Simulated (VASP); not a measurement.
Se:

```
Se
1.0
     3.79616    0.00000    0.00000
    -1.89808    3.28757    0.00000
     0.00000    0.00000    4.81418
Se
3
Direct
  0.27058 0.00000 0.16667
  0.00000 0.27058 0.83333
  0.72942 0.72942 0.50000
```

This cell differs from its parent crystal: equal strain along all axes, cell held: -6.0 %.

```yaml
Program: VASP 6.6.1
Task: relaxation of the atoms
Functional: PBEsol
Potentials_or_basis: VASP PAW PBE potentials, release 64 (Se)
Cutoff: 520 eV
k_mesh: 12 × 12 × 8
Occupations: gaussian, width 0.02 eV
Spin: no spin polarisation
```

At the start: pressure 13.7 GPa; volume 20.03 Å³/atom.

Task: Where does the relaxation end?

Result: Over 6 steps the energy falls by 10.6 meV/atom; space group P3_221 (No. 154, to 0.05 Å).

The path:
| step | energy change (eV) | largest force (eV/Å) | pressure (GPa) |
| --- | --- | --- | --- |
| 1 | 0.0000 | 0.4333 | 13.73 |
| 2 | -0.0204 | 0.2237 | 12.67 |
| 3 | -0.0310 | 0.0477 | 11.39 |
| 4 | -0.0317 | 0.0203 | 11.06 |
| 5 | -0.0318 | 0.0124 | 10.83 |
| 6 | -0.0319 | 0.0024 | 10.92 |

Final structure:
```
Se
1.0
     3.79616    0.00000    0.00000
    -1.89808    3.28757    0.00000
     0.00000    0.00000    4.81418
Se
3
Cartesian
  1.0869 0.0000 0.8024
  -0.5434 0.9413 4.0118
  1.3546 2.3463 2.4071
```

Caveat: the cell differs from its parent crystal (equal strain along all axes, cell held: -6.0 %); the PAW data sets were made with another functional, which shifts forces and pressure a little.
